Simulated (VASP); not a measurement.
# Si16Ni (a cell with a defect) in VASP: notebook

The runs below take Si16Ni (a cell with a defect) through single point, with r2SCAN.

Program: VASP 6.6.1. These are calculated values, not measurements. Logs are shortened: lines on timing, memory, paths and dates and some standing lists are left out, and cuts for length are marked.

**1. The cell of the first run**

The cell holds a defect, 17 atoms: a = 7.679 Å, b = 7.679 Å, c = 7.679 Å, α = 60.00°, β = 60.00°, γ = 60.00°.

**2. Single point, r2SCAN, collinear spin, zero start**

Input file POSCAR:

```
Si16Ni
1.0
    0.0000000000      5.4300000000      5.4300000000
    5.4300000000      0.0000000000      5.4300000000
    5.4300000000      5.4300000000      0.0000000000
Si Ni
16 1
Direct
    0.0314233886      0.1782683241     -0.2149379374
    0.1572151013      0.1308804788      0.0349160221
   -0.0100286372      0.0115135359      0.4498461326
    0.2256905157     -0.1101172192      0.6195348987
   -0.0446348066      0.4472154696      0.1121103131
    0.1434505525      0.4161674954      0.2982860958
   -0.0708104052      0.5306459484      0.6014783610
    0.0274730203      0.6708794659      0.7507004604
    0.5264764273      0.0414265193     -0.0495860037
    0.6816661142      0.1851215470      0.0290913444
    0.7660267956     -0.0632697053      0.3493623389
    0.6120793738      0.1705127072      0.5688071823
    0.4511985267      0.5237294659      0.0759749540
    0.5987857274      0.6612177716      0.1629372928
    0.3566314917      0.5311031308      0.4969825046
    0.5562469613      0.7548591160      0.6815904236
    0.1121597606      0.7389299263      0.3402899632
```

Input file INCAR.step1:

```
SYSTEM = Si16Ni
PREC = Accurate
ENCUT = 520
ISMEAR = 0
SIGMA = 0.02
LREAL = Auto
LASPH = .TRUE.
NELM = 150
ISPIN = 2
MAGMOM = 0 0 0 0 0 0 0 0 0 0 0 0 0 0 0 0 0
LMAXMIX = 4
NBANDS = 55
GGA = PE
ALGO = Normal
EDIFF = 1E-4
LWAVE = .TRUE.
LCHARG = .FALSE.
```

Input file INCAR.step2:

```
SYSTEM = Si16Ni
PREC = Accurate
ENCUT = 520
EDIFF = 1E-7
ISMEAR = 0
SIGMA = 0.02
LREAL = Auto
LASPH = .TRUE.
NELM = 150
ALGO = Normal
ISIF = 2
LWAVE = .FALSE.
LCHARG = .FALSE.
ISPIN = 2
MAGMOM = 0 0 0 0 0 0 0 0 0 0 0 0 0 0 0 0 0
LORBIT = 11
LMAXMIX = 4
METAGGA = R2SCAN
LMIXTAU = .TRUE.
NBANDS = 55
ISTART = 1
```

Input file KPOINTS:

```
Automatic mesh
0
G
  1 1 1
  0 0 0
```

Potentials or basis: VASP PAW PBE potentials, release 64 (Si, Ni).

On the command line:

```sh
> cat potpaw_PBE.64/Si/POTCAR potpaw_PBE.64/Ni/POTCAR > POTCAR
> cp INCAR.step1 INCAR
> mpirun -np 1 vasp_gam > vasp.out
> cp INCAR.step2 INCAR
> mpirun -np 1 vasp_gam > vasp.out
```

OUTCAR:

```text
SYSTEM = Si16Ni
   PREC = Accurate
   ENCUT = 520
   EDIFF = 1E-7
   ISMEAR = 0
   LREAL = Auto
   LASPH = .TRUE.
   NELM = 150
   ISIF = 2
   ISPIN = 2
   LORBIT = 11
   METAGGA = R2SCAN
   ISTART = 1

 ion  position               nearest neighbor table
   1  0.031  0.178  0.785-   7 2.26   2 2.36  10 2.38   4 2.52   6 3.09
   2  0.157  0.131  0.035-   5 2.33   1 2.36   9 2.36   3 2.61  17 2.80
   3  0.990  0.012  0.450-  17 2.23   4 2.30  12 2.38   8 2.48  11 2.58   2 2.61   5 3.02
   4  0.226  0.890  0.620-   3 2.30   8 2.34  16 2.41   1 2.52  15 2.89
   5  0.955  0.447  0.112-   2 2.33  14 2.33   6 2.36   8 2.37   3 3.02
   6  0.143  0.416  0.298-   5 2.36   7 2.38  13 2.39  17 2.54   1 3.09
   7  0.929  0.531  0.601-  17 2.19   1 2.26   6 2.38  16 2.43   8 2.44  11 2.74  15 2.97
   8  0.027  0.671  0.751-   4 2.34   5 2.37  15 2.41   7 2.44   3 2.48  17 2.70
   9  0.526  0.041  0.950-   2 2.36  10 2.39  12 2.41  14 2.45
  10  0.682  0.185  0.029-   1 2.38   9 2.39  13 2.39  11 2.40
  11  0.766  0.937  0.349-  17 2.29  16 2.37  10 2.40  12 2.52   3 2.58   7 2.74
  12  0.612  0.171  0.569-   3 2.38   9 2.41  15 2.44  11 2.52  16 3.06
  13  0.451  0.524  0.076-  14 2.35   6 2.39  10 2.39  16 2.57  17 2.72  15 2.96
  14  0.599  0.661  0.163-   5 2.33  13 2.35  15 2.36   9 2.45  17 3.11
  15  0.357  0.531  0.497-  17 2.20  14 2.36   8 2.41  12 2.44   4 2.89  13 2.96   7 2.97
  16  0.556  0.755  0.682-  11 2.37   4 2.41   7 2.43  13 2.57  12 3.06
  17  0.112  0.739  0.340-   7 2.19  15 2.20   3 2.23  11 2.29   6 2.54   8 2.70  13 2.72   2 2.80
                            14 3.11

  LATTYP: Found a face centered cubic cell.
 ALAT       =    10.8600000000

  Lattice vectors:

 A1 = (   0.0000000000,   5.4300000000,   5.4300000000)
 A2 = (   5.4300000000,   0.0000000000,   5.4300000000)
 A3 = (   5.4300000000,   5.4300000000,   0.0000000000)

Analysis of symmetry for initial positions (statically):
=====================================================================
 Subroutine PRICEL returns:
 Original cell was already a primitive cell.

 Routine SETGRP: Setting up the symmetry group for a
 face centered cubic supercell.

 Subroutine GETGRP returns: Found  1 space group operations
 (whereof  1 operations were pure point group operations)
 out of a pool of 48 trial point group operations.

The static configuration has the point symmetry C_1 .

Analysis of symmetry for dynamics (positions and initial velocities):
=====================================================================
 Subroutine PRICEL returns:
 Original cell was already a primitive cell.

 Routine SETGRP: Setting up the symmetry group for a
 face centered cubic supercell.

 Subroutine GETGRP returns: Found  1 space group operations
 (whereof  1 operations were pure point group operations)
 out of a pool of 48 trial point group operations.

The dynamic configuration has the point symmetry C_1 .

Analysis of structural, dynamic, and magnetic symmetry:
=====================================================================
 Subroutine PRICEL returns:
 Original cell was already a primitive cell.

 Routine SETGRP: Setting up the symmetry group for a
 face centered cubic supercell.

 Subroutine GETGRP returns: Found  1 space group operations
 (whereof  1 operations were pure point group operations)
 out of a pool of 48 trial point group operations.

The overall configuration has the point symmetry C_1 .

 Subroutine INISYM returns: Found  1 space group operations
 (whereof  1 operations are pure point group operations),
 and found     1 'primitive' translations

----------------------------------------------------------------------------------------

                                     Primitive cell

  volume of cell :     320.2060

  direct lattice vectors                    reciprocal lattice vectors
     0.000000000  5.430000000  5.430000000    -0.092081031  0.092081031  0.092081031
     5.430000000  0.000000000  5.430000000     0.092081031 -0.092081031  0.092081031
     5.430000000  5.430000000  0.000000000     0.092081031  0.092081031 -0.092081031

  length of vectors
     7.679179644  7.679179644  7.679179644     0.159489025  0.159489025  0.159489025

  position of ions in fractional coordinates (direct lattice)
     0.031423389  0.178268324  0.785062063
     0.157215101  0.130880479  0.034916022
     0.989971363  0.011513536  0.449846133
[... 72 lines left out ...]
 SYSTEM =  Si16Ni
   PREC   = accura    normal or accurate (medium, high low for compatibility)
   ISTART =      1    job   : 0-new  1-cont  2-samecut
   ICHARG =      0    charge: 1-file 2-atom 10-const
   ISPIN  =      2    spin polarized calculation?
   LNONCOLLINEAR =      F non collinear calculations
   LSORBIT =      F    spin-orbit coupling
   LASPH  =      T    aspherical Exc in radial PAW
   ENCUT  =  520.0 eV  38.22 Ry    6.18 a.u.  14.28 14.28 14.28*2*pi/ulx,y,z
   NELM   =    150;   NELMIN=  2; NELMDL=  0     # of ELM steps
   EDIFF  = 0.1E-06   stopping-criterion for ELM
   LREAL  =      T    real-space projection
   EDIFFG = 0.1E-05   stopping-criterion for IOM
   NSW    =      0    number of steps for IOM
   IBRION =     -1    ionic relax: 0-MD 1-quasi-New 2-CG
   NFREE  =      0    steps in history (QN), initial steepest desc. (CG)
   ISIF   =      2    stress and relaxation
   ISYM   =      2    0-nonsym 1-usesym 2-fastsym
   POTIM  = 0.5000    time-step for ionic-motion
   TEBEG  =    0.0;   TEEND  =   0.0 temperature during run
   PSTRESS=    0.0 pullay stress
   NELECT =      74.0000    total number of electrons
   NUPDOWN=      -1.0000    fix difference up-down
   EMIN   =  10.00;   EMAX   =-10.00  energy-range for DOS
   EFERMI =   0.00;   METHOD = LEGACY
   ISMEAR =     0;   SIGMA  =   0.02  broadening in eV -4-tet -1-fermi 0-gaus
   EFERMI_NEDOS =   21; number of points for ismear=-14 and -15
   IALGO  =     38    algorithm
   IMIX   =      4    mixing-type and parameters
     AMIX     =   0.40;   BMIX     =  1.00
     AMIX_MAG =   1.60;   BMIX_MAG =  1.00
  volume/ion in A,a.u.               =      18.84       127.11
  Fermi-wavevector in a.u.,A,eV,Ry     =   1.004636  1.898488 13.732283  1.009294
  Thomas-Fermi vector in A             =   2.137265
   LORBIT       =     11    0 simple, 1 ext, 2 COOP (PROOUT), +10 PAW based schemes
   METAGGA = R2SCAN    functional components
   LHFCALC =     F    Hartree Fock is set to
   AEXX    =    0.0000 exact exchange contribution
   IVDW    =     0    specifies the selected vdW correction
   LEPSILON=     F    determine dielectric tensor
   LRPA    =     F    only Hartree local field effects (RPA)
 spin polarized calculation
 Gauss-broadening in eV      SIGMA  =   0.02
  energy-cutoff  :      520.00
  volume of cell :      320.21
 maximum number of plane-waves:      4305
 NGX is ok and might be reduce to    60
   NGX = 29   NGY = 29   NGZ = 29

 number of electron      74.0000001 magnetization       0.0000000

 number of electron      74.0000001 magnetization      -0.0000000

 Free energy of the ion-electron system (eV)
  ---------------------------------------------------
  ext. energy  EPLUGINS =         0.00000000
  ---------------------------------------------------
  free energy    TOTEN  =      -137.07902422 eV

  energy without entropy =     -137.07902422  energy(sigma->0) =     -137.07902422

 E-fermi :   6.0035     XC(G=0): -10.1753

 val. band max:        5.8686025350   @ k =   0.0000   0.0000   0.0000
 cond. band min:       6.5813941549   @ k =   0.0000   0.0000   0.0000
 fundamental gap:      0.7127916200
 Fermi energy:         6.0034990038

 spin component 1

 k-point     1 :       0.0000    0.0000    0.0000
  band No.  band energies     occupation
      1      -6.8108      1.00000
      2      -4.3006      1.00000
      3      -4.1261      1.00000
      4      -4.0090      1.00000
      5      -3.6560      1.00000
      6      -3.0824      1.00000
[... 41 lines left out ...]
     48       9.0818      0.00000
     49       9.1480      0.00000
 Fermi energy:         6.0034990038

 spin component 2

 k-point     1 :       0.0000    0.0000    0.0000
  band No.  band energies     occupation
      1      -6.8108      1.00000
      2      -4.3006      1.00000
      3      -4.1261      1.00000
      4      -4.0090      1.00000
      5      -3.6560      1.00000
      6      -3.0824      1.00000
[... 41 lines left out ...]
     48       9.0818      0.00000
     49       9.1480      0.00000
 [bands above 49 left out]

------------------------ aborting loop because EDIFF is reached ----------------------------------------

  FORCE on cell =-STRESS in cart. coord.  units (eV):
  Direction    XX          YY          ZZ          XY          YZ          ZX
  --------------------------------------------------------------------------------------
  -------------------------------------------------------------------------------------
  Total       -0.5775045     11.4785729     12.3867839      2.4038844      3.6042957     -2.3620044
  in kB       -2.8895917     57.4339910     61.9782999     12.0280348     18.0343924    -11.8184848
  external PRESSURE =      38.8408998 kB  Pullay stress =       0.0000000 kB

 VOLUME and BASIS-vectors are now :
 -----------------------------------------------------------------------------
  energy-cutoff  :      520.00
  volume of cell :      320.21
      direct lattice vectors                 reciprocal lattice vectors
     0.000000000  5.430000000  5.430000000    -0.092081031  0.092081031  0.092081031
     5.430000000  0.000000000  5.430000000     0.092081031 -0.092081031  0.092081031
     5.430000000  5.430000000  0.000000000     0.092081031  0.092081031 -0.092081031

 POSITION                                       TOTAL-FORCE (eV/Angst)
 -----------------------------------------------------------------------------------
      5.23088      4.43352      1.13863        -0.171875      0.554926     -0.764983
      0.90027      1.04327      1.56436         0.496272      0.194635     -0.086074
      2.50518      7.81821      5.43806         0.185740     -0.565119      0.152395
      8.19614      4.58957      6.05756         0.836538      0.176441      0.693373
      3.03714      5.79639      7.61601        -0.198384      0.116059     -0.055619
      3.87948      2.39863      3.03873        -0.080707     -0.270362      0.091912
[... 9 lines left out ...]
      7.79992      6.72146      7.11931        -0.267552     -0.354039      0.029092
      5.86016      2.45680      4.62142        -0.330677     -1.081620      0.801158
 -----------------------------------------------------------------------------------
    total drift:                               -0.005817      0.002974     -0.000105

  FREE ENERGIE OF THE ION-ELECTRON SYSTEM (eV)
  ---------------------------------------------------
  free  energy   TOTEN  =      -137.0790242180 eV

  energy  without entropy=     -137.0790242180  energy(sigma->0) =     -137.07902422

 total charge

# of ion       s       p       d       tot
------------------------------------------
    1        0.743   0.947   0.000   1.690
    2        0.724   0.955   0.000   1.679
    3        0.746   0.887   0.000   1.633
    4        0.826   0.858   0.000   1.684
    5        0.738   0.983   0.000   1.721
    6        0.840   0.839   0.000   1.678
[... 9 lines left out ...]
   16        0.784   0.838   0.000   1.622
   17        0.528   0.643   8.484   9.656
--------------------------------------------------
tot         12.642  15.212   8.484  36.338

 magnetization (x)

# of ion       s       p       d       tot
------------------------------------------
    1        0.000  -0.000   0.000  -0.000
    2        0.000   0.000   0.000   0.000
    3        0.000   0.000   0.000   0.000
    4        0.000   0.000   0.000   0.000
    5       -0.000  -0.000   0.000  -0.000
    6        0.000   0.000   0.000   0.000
[... 9 lines left out ...]
   16        0.000  -0.000   0.000  -0.000
   17       -0.000  -0.000   0.000   0.000
--------------------------------------------------
tot         -0.000  -0.000   0.000  -0.000
```

Wall time 6.7 min (1 thread of Intel Xeon Platinum 8259CL at 2.50GHz (Skylake/Cascade Lake), shared host); peak memory 0.72 GiB.

What came out:

```yaml
Free_energy: -137.0790 eV
Pressure: 3.9 GPa
Largest_force: 1.386 eV/Å
Net_moment: 0.00 μB per cell
Valence_electrons_inside_the_program's_atomic_spheres: Si 1.69, 1.68, 1.63, 1.72, 1.66, 1.67, 1.64, 1.65, 1.62 (each value once); Ni 9.66
```

Forces in eV/Å, atoms in the order of the input:
```
Si  -0.172  0.555 -0.765
Si   0.496  0.195 -0.086
Si   0.186 -0.565  0.152
Si   0.837  0.176  0.693
Si  -0.198  0.116 -0.056
Si  -0.081 -0.270  0.092
Si   0.136  0.218 -0.332
Si  -0.321 -0.002  0.247
Si   0.031  0.076 -0.229
Si  -0.160  0.057 -0.290
Si   0.451 -0.283 -0.330
Si  -0.044  0.265 -0.268
Si  -0.044  0.000  0.245
Si  -0.133 -0.068 -0.179
Si  -0.384  0.966  0.275
Si  -0.268 -0.354  0.029
Ni  -0.331 -1.082  0.801
```

Caveat: the k points lie up to 1.00 Å⁻¹ apart; the PAW data sets were made with another functional, which shifts forces and pressure a little.

(Part 1 of 2 ends here.)
